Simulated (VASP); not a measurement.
**GaB12: relaxation of cell and atoms with PBE**

GaB12:

```
Ga B
1.0
     0.00000    3.74049    3.74049
     3.74049    0.00000    3.74049
     3.74049    3.74049    0.00000
Ga B
1 12
Direct
  0.00000 0.00000 0.00000
  0.83757 0.50000 0.50000
  0.83757 0.50000 0.16243
  0.50000 0.83757 0.16243
  0.50000 0.83757 0.50000
  0.16243 0.50000 0.50000
  0.50000 0.16243 0.50000
  0.50000 0.16243 0.83757
  0.16243 0.50000 0.83757
  0.16243 0.83757 0.50000
  0.50000 0.50000 0.83757
  0.50000 0.50000 0.16243
  0.83757 0.16243 0.50000
```

The cell was generated, and may not be a known phase.

| Quantity | Value |
| --- | --- |
| Program | VASP 6.6.1 |
| Task | relaxation of cell and atoms |
| Functional | PBE |
| Potentials or basis | VASP PAW PBE potentials, release 64 (Ga_d, B) |
| Cutoff | 600 eV |
| k mesh | 10 × 10 × 10 |
| Occupations | gaussian, width 0.1 eV |
| Spin | no spin polarisation |
| Dipole correction | no |
| Further INCAR settings | ALGO = Normal; EDIFF = 1e-06; IBRION = 2; EDIFFG = -0.01; NSW = 100; ISIF = 3 |

```
Relaxed volume                        : 8.07 Å³/atom
Relaxed cell                          : a = 5.293 Å, b = 5.293 Å, c = 5.293 Å, α = 60.00°, β = 60.00°, γ = 60.00°
Space group after relaxing (to 0.1 Å) : Fm-3m (No. 225)
Energy gained by relaxing             : 0.0 meV/atom
Ionic steps                           : 3
Pressure after relaxing               : 0.0 GPa
Largest force after relaxing          : 0.004 eV/Å
Band gap on the k mesh                : zero (an odd number of electrons rules out a gap without spin polarisation)
```

Forces on the atoms (eV/Å):
```
Ga   0.000  0.000  0.000
B    0.000  0.003  0.003
B   -0.003  0.000  0.003
B    0.000 -0.003  0.003
B    0.003  0.000  0.003
B    0.000 -0.003 -0.003
B   -0.003  0.000 -0.003
B    0.000  0.003 -0.003
B    0.003  0.000 -0.003
B    0.003 -0.003  0.000
B    0.003  0.003  0.000
B   -0.003 -0.003  0.000
B   -0.003  0.003  0.000
```

The path:
| step | energy change (eV) | largest force (eV/Å) | pressure (GPa) | volume (Å³) |
| --- | --- | --- | --- | --- |
| 1 | 0.0000 | 0.0208 | 0.39 | 104.67 |
| 2 | -0.0003 | 0.0156 | -0.15 | 104.96 |
| 3 | -0.0003 | 0.0038 | 0.03 | 104.87 |

Final structure:
```cif
data_structure
_symmetry_space_group_name_H-M 'P 1'
_symmetry_Int_Tables_number 1
_cell_length_a 5.2932
_cell_length_b 5.2932
_cell_length_c 5.2932
_cell_angle_alpha 60.000
_cell_angle_beta 60.000
_cell_angle_gamma 60.000
_cell_volume 104.87
loop_
_atom_site_label
_atom_site_type_symbol
_atom_site_fract_x
_atom_site_fract_y
_atom_site_fract_z
_atom_site_occupancy
Ga1 Ga 0.00000 0.00000 0.00000 1
B1 B 0.83744 0.50000 0.50000 1
B2 B 0.83744 0.50000 0.16256 1
B3 B 0.50000 0.83744 0.16256 1
B4 B 0.50000 0.83744 0.50000 1
B5 B 0.16256 0.50000 0.50000 1
B6 B 0.50000 0.16256 0.50000 1
B7 B 0.50000 0.16256 0.83744 1
B8 B 0.16256 0.50000 0.83744 1
B9 B 0.16256 0.83744 0.50000 1
B10 B 0.50000 0.50000 0.83744 1
B11 B 0.50000 0.50000 0.16256 1
B12 B 0.83744 0.16256 0.50000 1
```

Levels at points of the mesh, in eV from the Fermi level:
```csv
k point,band 23,band 24,band 25,band 26,band 27,band 28
"(0.00, 0.00, 0.00)",-1.11,-0.60,-0.60,3.22,3.22,3.22
"(0.50, 0.00, 0.00)",-1.09,-1.09,0.81,1.44,1.44,3.07
"(0.50, 0.50, 0.00)",-1.71,-1.56,-0.81,0.05,0.05,4.22
```

Wall time 3.3 min on 1 thread of Intel(R) Xeon(R) 6975P-C (Granite Rapids) (shared host), peak memory 0.36 GiB.
